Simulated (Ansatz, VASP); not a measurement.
Al2Cu in VASP and in Ansatz

```
Al Cu
1.0
    -3.02962    3.02962    2.43743
     3.02962   -3.02962    2.43743
     3.02962    3.02962   -2.43743
Al Cu
4 2
Direct
  0.65818 0.15818 0.81635
  0.15818 0.34182 0.50000
  0.34182 0.84182 0.18365
  0.84182 0.65818 0.50000
  0.25000 0.25000 0.00000
  0.75000 0.75000 0.00000
```

Alike in both runs: functional PBE; k mesh 12 × 12 × 12; occupations gaussian, width 0.05 eV; no spin polarisation.

Ansatz relaxed the structure, and its values are those at the end. VASP's run is a single point on that final structure, the one shown.

|  | VASP | Ansatz |
| --- | --- | --- |
| version | VASP 6.6.1 | Ansatz 0.2.0 |
| potentials or method | VASP PAW PBE potentials, release 64 (Al, Cu) | scalar-relativistic, plane waves, PAW |
| plane-wave cutoff (eV) | 520 | 420 |
| valence electrons in the cell | 34 | 50 |

VASP gave:

* gap on the k mesh at the Fermi level (eV): none
* pressure (GPa): 0.2

**Question.** Estimate Ansatz's values.

**Answer.** gap on the k mesh at the Fermi level (eV): none; pressure (GPa): 0.0.

A gap of «none» marks a metal or a gap that the smearing closes. VASP's potentials hold 34 valence electrons a cell and Ansatz's 50, so a difference there can come from the potentials and not from the codes.
